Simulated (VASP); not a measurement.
# Cu (P6_3/mmc) in VASP: further runs, part 2 of 2

VASP 6.6.1. The steps go on from the part before.

### Step 4. Single point, PBE (strain +0.000 along x and y, +0.025 along z)

Contents of INCAR:

```
SYSTEM = Cu
ALGO = Fast
EDIFF = 1E-7
ENCUT = 520
GGA = PE
ISIF = 2
ISMEAR = 0
LASPH = .TRUE.
LCHARG = .FALSE.
LREAL = .FALSE.
LWAVE = .FALSE.
NBANDS = 18
NELM = 100
PREC = Accurate
SIGMA = 0.15
```

Contents of KPOINTS:

```
k-points
0
G
  24 24 12
  0 0 0
```

Contents of POSCAR:

```
Cu
1.0
    2.5340966698      0.0000000000      0.0000000000
   -1.2670483349      2.1945920917      0.0000000000
    0.0000000000      0.0000000000      4.2153852750
Cu
2
Direct
    0.3333333333      0.6666666667      0.2500000000
    0.6666666667      0.3333333333      0.7500000000
```

Potentials or basis: VASP PAW PBE potentials, release 64 (Cu).

Launch:

```
cat potpaw_PBE.64/Cu/POTCAR > POTCAR
mpirun -np 1 vasp_std > vasp.out
```

OUTCAR:

```text
SYSTEM = Cu
   EDIFF = 1E-7
   ENCUT = 520
   GGA = PE
   ISIF = 2
   ISMEAR = 0
   LASPH = .TRUE.
   LREAL = .FALSE.
   NELM = 100
   PREC = Accurate

 ion  position               nearest neighbor table
   1  0.333  0.667  0.250-   2 2.57   2 2.57   2 2.57   2 2.57   2 2.57   2 2.57
   2  0.667  0.333  0.750-   1 2.57   1 2.57   1 2.57   1 2.57   1 2.57   1 2.57

  LATTYP: Found a hexagonal cell.
 ALAT       =     2.5340966698
 C/A-ratio  =     1.6634666409

  Lattice vectors:

 A1 = (   2.5340966698,   0.0000000000,   0.0000000000)
 A2 = (  -1.2670483349,   2.1945920917,   0.0000000000)
 A3 = (   0.0000000000,   0.0000000000,   4.2153852750)

Analysis of symmetry for initial positions (statically):
=====================================================================
 Subroutine PRICEL returns:
 Original cell was already a primitive cell.

 Routine SETGRP: Setting up the symmetry group for a
 hexagonal supercell.

 Subroutine GETGRP returns: Found 24 space group operations
 (whereof 12 operations were pure point group operations)
 out of a pool of 24 trial point group operations.

The static configuration has the point symmetry D_3d.
 The point group associated with its full space group is D_6h.

Analysis of symmetry for dynamics (positions and initial velocities):
=====================================================================
 Subroutine PRICEL returns:
 Original cell was already a primitive cell.

 Routine SETGRP: Setting up the symmetry group for a
 hexagonal supercell.

 Subroutine GETGRP returns: Found 24 space group operations
 (whereof 12 operations were pure point group operations)
 out of a pool of 24 trial point group operations.

The dynamic configuration has the point symmetry D_3d.
 The point group associated with its full space group is D_6h.

 Subroutine INISYM returns: Found 24 space group operations
 (whereof 12 operations are pure point group operations),
 and found     1 'primitive' translations

----------------------------------------------------------------------------------------

                                     Primitive cell

  volume of cell :      23.4431

  direct lattice vectors                    reciprocal lattice vectors
     2.534096670  0.000000000  0.000000000     0.394617937  0.227832772  0.000000000
    -1.267048335  2.194592092  0.000000000     0.000000000  0.455665544  0.000000000
     0.000000000  0.000000000  4.215385275     0.000000000  0.000000000  0.237226240

  length of vectors
     2.534096670  2.534096670  4.215385275     0.455665544  0.455665544  0.237226240

  position of ions in fractional coordinates (direct lattice)
     0.333333333  0.666666667  0.250000000
     0.666666667  0.333333333  0.750000000

  ion indices of the primitive-cell ions
   primitive index   ion index
                 1           1
                 2           2

----------------------------------------------------------------------------------------

 KPOINTS: k-points

Automatic generation of k-mesh.
 Grid dimensions read from file:
 generate k-points for:   24   24   12

 Generating k-lattice:

  Cartesian coordinates                     Fractional coordinates (reciprocal lattice)
     0.016442414  0.009493032  0.000000000     0.041666667 -0.000000000  0.000000000
     0.000000000  0.018986064  0.000000000     0.000000000  0.041666667  0.000000000
     0.000000000  0.000000000  0.019768853     0.000000000  0.000000000  0.083333333

  Length of vectors
     0.018986064  0.018986064  0.019768853

  Shift w.r.t. Gamma in fractional coordinates (k-lattice)
     0.000000000  0.000000000  0.000000000

 Subroutine IBZKPT returns following result:
 ===========================================

 Found    427 irreducible k-points:

 Following reciprocal coordinates:
            Coordinates               Weight
  0.000000  0.000000  0.000000      1.000000
  0.041667 -0.000000  0.000000      6.000000
  0.083333  0.000000  0.000000      6.000000
  0.125000  0.000000  0.000000      6.000000
  0.166667 -0.000000  0.000000      6.000000
  0.208333  0.000000  0.000000      6.000000
[... 16 lines left out ...]
  0.416667  0.041667  0.000000     12.000000
  0.458333  0.041667  0.000000     12.000000
 [... further k-points ...]
   k-points           NKPTS =    427   k-points in BZ     NKDIM =    427   number of bands    NBANDS=     18
   number of dos      NEDOS =    301   number of ions     NIONS =      2
   total plane-waves  NPLWV =  12800
   dimension x,y,z NGX =    20 NGY =   20 NGZ =   32
   dimension x,y,z NGXF=    40 NGYF=   40 NGZF=   64
   ions per type =               2
   NGX,Y,Z   is equivalent  to a cutoff of  13.12, 13.12, 12.62 a.u.
   NGXF,Y,Z  is equivalent  to a cutoff of  26.24, 26.24, 25.24 a.u.
 SYSTEM =  Cu
   PREC   = accura    normal or accurate (medium, high low for compatibility)
   ISTART =      0    job   : 0-new  1-cont  2-samecut
   ICHARG =      2    charge: 1-file 2-atom 10-const
   ISPIN  =      1    spin polarized calculation?
   LNONCOLLINEAR =      F non collinear calculations
   LSORBIT =      F    spin-orbit coupling
   LASPH  =      T    aspherical Exc in radial PAW
   ENCUT  =  520.0 eV  38.22 Ry    6.18 a.u.   4.71  4.71  7.84*2*pi/ulx,y,z
   NELM   =    100;   NELMIN=  2; NELMDL= -5     # of ELM steps
   EDIFF  = 0.1E-06   stopping-criterion for ELM
   LREAL  =      F    real-space projection
   EDIFFG = 0.1E-05   stopping-criterion for IOM
   NSW    =      0    number of steps for IOM
   IBRION =     -1    ionic relax: 0-MD 1-quasi-New 2-CG
   NFREE  =      0    steps in history (QN), initial steepest desc. (CG)
   ISIF   =      2    stress and relaxation
   ISYM   =      2    0-nonsym 1-usesym 2-fastsym
   POTIM  = 0.5000    time-step for ionic-motion
   TEBEG  =    0.0;   TEEND  =   0.0 temperature during run
   PSTRESS=    0.0 pullay stress
   NELECT =      22.0000    total number of electrons
   NUPDOWN=      -1.0000    fix difference up-down
   EMIN   =  10.00;   EMAX   =-10.00  energy-range for DOS
   EFERMI =   0.00;   METHOD = LEGACY
   ISMEAR =     0;   SIGMA  =   0.15  broadening in eV -4-tet -1-fermi 0-gaus
   EFERMI_NEDOS =   21; number of points for ismear=-14 and -15
   IALGO  =     68    algorithm
   IMIX   =      4    mixing-type and parameters
     AMIX     =   0.40;   BMIX     =  1.00
     AMIX_MAG =   1.60;   BMIX_MAG =  1.00
  volume/ion in A,a.u.               =      11.72        79.10
  Fermi-wavevector in a.u.,A,eV,Ry     =   1.602794  3.028841 34.952656  2.568948
  Thomas-Fermi vector in A             =   2.699558
   LORBIT       =      0    0 simple, 1 ext, 2 COOP (PROOUT), +10 PAW based schemes
   GGA     = PE    functional components
   LHFCALC =     F    Hartree Fock is set to
   AEXX    =    0.0000 exact exchange contribution
   IVDW    =     0    specifies the selected vdW correction
   LEPSILON=     F    determine dielectric tensor
   LRPA    =     F    only Hartree local field effects (RPA)
 non-spin polarized calculation
 RMM-DIIS sequential band-by-band and
 Gauss-broadening in eV      SIGMA  =   0.15
  energy-cutoff  :      520.00
  volume of cell :       23.44
 maximum number of plane-waves:       652
 NGX is ok and might be reduce to    20
   NGX =  9   NGY =  9   NGZ = 15

 number of electron      22.0000001 magnetization

 Free energy of the ion-electron system (eV)
  ---------------------------------------------------
  ext. energy  EPLUGINS =         0.00000000
  ---------------------------------------------------
  free energy    TOTEN  =        -7.43518720 eV

  energy without entropy =       -7.42817871  energy(sigma->0) =       -7.43168295

 E-fermi :   7.6697     XC(G=0): -12.7690

 val. band max:        7.6589253955   @ k =   0.4167   0.0833   0.3333
 cond. band min:       7.6899391945   @ k =   0.2917   0.0417   0.3333
 fundamental gap:      0.0310137990
 Fermi energy:         7.6697027301

 k-point     1 :       0.0000    0.0000    0.0000
  band No.  band energies     occupation
      1      -1.7294      2.00000
      2       2.5189      2.00000
      3       4.5626      2.00000
      4       4.6862      2.00000
      5       4.6862      2.00000
      6       4.8817      2.00000
[... 10 lines left out ...]
     17      31.1674      0.00000
     18      31.5874      0.00000
[... 463 lines left out ...]
 k-point    24 :       0.4583    0.0417    0.0000
  band No.  band energies     occupation
      1       2.8402      2.00000
      2       3.0944      2.00000
      3       3.3231      2.00000
      4       4.6307      2.00000
      5       4.6520      2.00000
      6       4.6794      2.00000
[... 10 lines left out ...]
     17      20.6438      0.00000
     18      27.5713      0.00000

 [... further k-points ...]
[... 5 lines left out ...]
  --------------------------------------------------------------------------------------
  -------------------------------------------------------------------------------------
  Total        0.6794522      0.6794522      0.2797454      0.0000000      0.0000000      0.0000000
  in kB       46.4360465     46.4360465     19.1187411      0.0000000      0.0000000      0.0000000
  external PRESSURE =      37.3302780 kB  Pullay stress =       0.0000000 kB

 VOLUME and BASIS-vectors are now :
 -----------------------------------------------------------------------------
  energy-cutoff  :      520.00
  volume of cell :       23.44
      direct lattice vectors                 reciprocal lattice vectors
     2.534096670  0.000000000  0.000000000     0.394617937  0.227832772  0.000000000
    -1.267048335  2.194592092  0.000000000     0.000000000  0.455665544  0.000000000
     0.000000000  0.000000000  4.215385275     0.000000000  0.000000000  0.237226240

 POSITION                                       TOTAL-FORCE (eV/Angst)
 -----------------------------------------------------------------------------------
     -0.00000      1.46306      1.05385        -0.000000     -0.000000      0.000000
      1.26705      0.73153      3.16154         0.000000      0.000000      0.000000
 -----------------------------------------------------------------------------------
    total drift:                               -0.000000      0.000000     -0.000000

  FREE ENERGIE OF THE ION-ELECTRON SYSTEM (eV)
  ---------------------------------------------------
  free  energy   TOTEN  =        -7.4351871968 eV

  energy  without entropy=       -7.4281787119  energy(sigma->0) =       -7.43168295
```

stdout:

```text
POSCAR found type information on POSCAR Cu
 POSCAR found :  1 types and       2 ions
 scaLAPACK will be used
 LDA part: xc-table for (Slater+PW92), standard interpolation
 POSCAR, INCAR and KPOINTS ok, starting setup
 FFT: planning ... GRIDC
 FFT: planning ... GRID_SOFT
 FFT: planning ... GRID
 WAVECAR not read
 entering main loop
WARNING in EDDRMM: call to ZHEGV failed, returncode =   6  3     15
WARNING in EDDRMM: call to ZHEGV failed, returncode =   8  4     17
WARNING in EDDRMM: call to ZHEGV failed, returncode =   8  4     18
WARNING in EDDRMM: call to ZHEGV failed, returncode =   6  3     16
WARNING in EDDRMM: call to ZHEGV failed, returncode =   8  4     16
WARNING in EDDRMM: call to ZHEGV failed, returncode =   8  4     18
WARNING in EDDRMM: call to ZHEGV failed, returncode =   8  4     16
WARNING in EDDRMM: call to ZHEGV failed, returncode =   6  3     17
 num prob  num prob  num prob  num prob  num prob WARNING in EDDRMM: call to ZHEGV failed, returncode =   6  3     18
 num prob  num prob  num prob  num prob  num prob  num prob  num prob  num prob  num prob  num prob  num prob  num prob  num prob  num prob  num prob  num prob  num prob  num prob  num prob WARNING in EDDRMM: call to ZHEGV failed, returncode =   6  3     18
 num prob  num prob WARNING in EDDRMM: call to ZHEGV failed, returncode =   6  3     16
 num prob  num prob  num prob  num prob  num prob  num prob  num prob  num prob  num prob  num prob  num prob RMM:  16    -0.743518719678E+01   -0.71304E-08   -0.17449E-07 10965   0.375E-03
```

Wall time 4.7 min (1 thread of AMD EPYC 7R13, shared host); peak memory 0.23 GiB.

Results:

```
Free energy            : -7.4352 eV
Pressure               : 3.7 GPa
Band gap on the k mesh : zero (band 11 reaches 11.84 eV, above the bottom of band 12 at 5.71 eV)
```

Stress tensor (GPa, compression positive):
```
4.64 0.00 0.00
0.00 4.64 0.00
0.00 0.00 1.91
```

Levels at points of the mesh, in eV from the Fermi level:
| k point | band 8 | band 9 | band 10 | band 11 | band 12 | band 13 | band 14 | band 15 |
| --- | --- | --- | --- | --- | --- | --- | --- | --- |
| (0.00, 0.00, 0.00) | -2.44 | -2.44 | -1.73 | -1.73 | -1.18 | 3.55 | 21.68 | 22.28 |
| (0.50, 0.00, 0.00) | -1.61 | -1.61 | -1.52 | 0.05 | 1.65 | 7.73 | 8.03 | 10.63 |
| (0.00, 0.00, 0.50) | -3.01 | -1.96 | -1.96 | -1.96 | -1.96 | 12.05 | 12.05 | 22.36 |
| (0.50, 0.00, 0.50) | -1.90 | -1.55 | -1.55 | 0.52 | 0.52 | 4.94 | 4.94 | 16.40 |

Caveat: the cell differs from its parent crystal (strain +0.000 along x and y, +0.025 along z).

### Step 5. Overview

```tsv
cell	further INCAR settings	gap on the mesh (eV)	pressure (GPa)
a = 2.471, b = 2.471, c = 4.318 Å, angles 90.0, 90.0, 120.0°, 2 atoms	ALGO = Fast; EDIFF = 1e-07; NBANDS = 18	none	9.0
a = 2.597, b = 2.597, c = 3.907 Å, angles 90.0, 90.0, 120.0°, 2 atoms	ALGO = Fast; EDIFF = 1e-06; NBANDS = 18	none	10.4
a = 2.534, b = 2.534, c = 4.215 Å, angles 90.0, 90.0, 120.0°, 2 atoms	ALGO = Fast; EDIFF = 1e-07; NBANDS = 18	none	3.7
```

Alike in all rows: task single point; level PBE; potentials or basis VASP PAW PBE potentials, release 64 (Cu); no spin polarisation; k mesh 24 × 24 × 12; cutoff (eV) 520; smearing gaussian 0.15 eV.

Absolute energies hang on the potentials; compare differences alone.
